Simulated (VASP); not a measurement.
# BN: single point with PBE

Crystal: BN.

```
CELL_PARAMETERS angstrom
0.00000 1.84781 1.84781
1.84781 0.00000 1.84781
1.84781 1.84781 0.00000
ATOMIC_POSITIONS crystal
B 0.00000 0.00000 0.00000
N 0.25000 0.25000 0.25000
```

This cell differs from its parent crystal: volume changed by +6%.

```yaml
Program: VASP 6.6.1
Task: single point
Functional: PBE
Potentials_or_basis: VASP PAW PBE potentials, release 64 (B, N)
Cutoff: 520 eV
k_mesh: 10 × 10 × 10
Occupations: gaussian, width 0.01 eV
Spin: no spin polarisation
```

- Pressure: -19.3 GPa
- Band gap on the k mesh: 4.39 eV, indirect (least direct gap 8.51 eV)

Levels at points of the mesh, in eV from the valence-band top:
```tsv
k point	band 2	band 3	band 4	band 5	band 6	band 7
(0.00, 0.00, 0.00)	0.00	0.00	0.00	8.51	8.51	8.51
(0.50, 0.00, 0.00)	-10.10	-1.82	-1.82	9.30	10.34	10.34
(0.50, 0.50, 0.00)	-8.50	-4.59	-4.59	4.39	8.85	16.92
```

It took 7.6 s on 1 thread of Intel(R) Xeon(R) Platinum 8488C (Sapphire Rapids), on a shared host, peak memory 0.12 GiB.

 A k mesh can miss the band edges.
